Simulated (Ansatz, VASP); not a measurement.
**Sn3H in VASP and in Ansatz**

```
CELL_PARAMETERS angstrom
0.00000 3.59791 3.59791
3.59791 0.00000 3.59791
3.59791 3.59791 0.00000
ATOMIC_POSITIONS crystal
Sn 0.75000 0.75000 0.75000
Sn 0.25000 0.25000 0.25000
Sn 0.00000 0.00000 0.00000
H 0.50000 0.50000 0.50000
```

Alike in both runs: functional PBE; k mesh 4 × 4 × 4; occupations gaussian, width 0.1 eV; no spin polarisation.

Ansatz relaxed the structure, and its values are those at the end. VASP's run is a single point on that final structure, the one shown.

|  | VASP | Ansatz |
| --- | --- | --- |
| version | VASP 6.6.1 | Ansatz 0.2.0 |
| potentials or method | VASP PAW PBE potentials, release 64 (Sn_d, H), cutoff 520 eV | scalar-relativistic, plane waves, PAW |
| valence electrons in the cell | 43 | 43 |

```tsv
	VASP	Ansatz	Ansatz less VASP
gap on the k mesh at the Fermi level (eV)	none	none	-
pressure (GPa)	-0.1	-0.1	+0.06
```

A gap of «none» marks a metal or a gap that the smearing closes. With one functional, cell and mesh, what is left measures potentials, basis and numerics.

The k mesh is coarse, so the values compare programs but aren't converged.
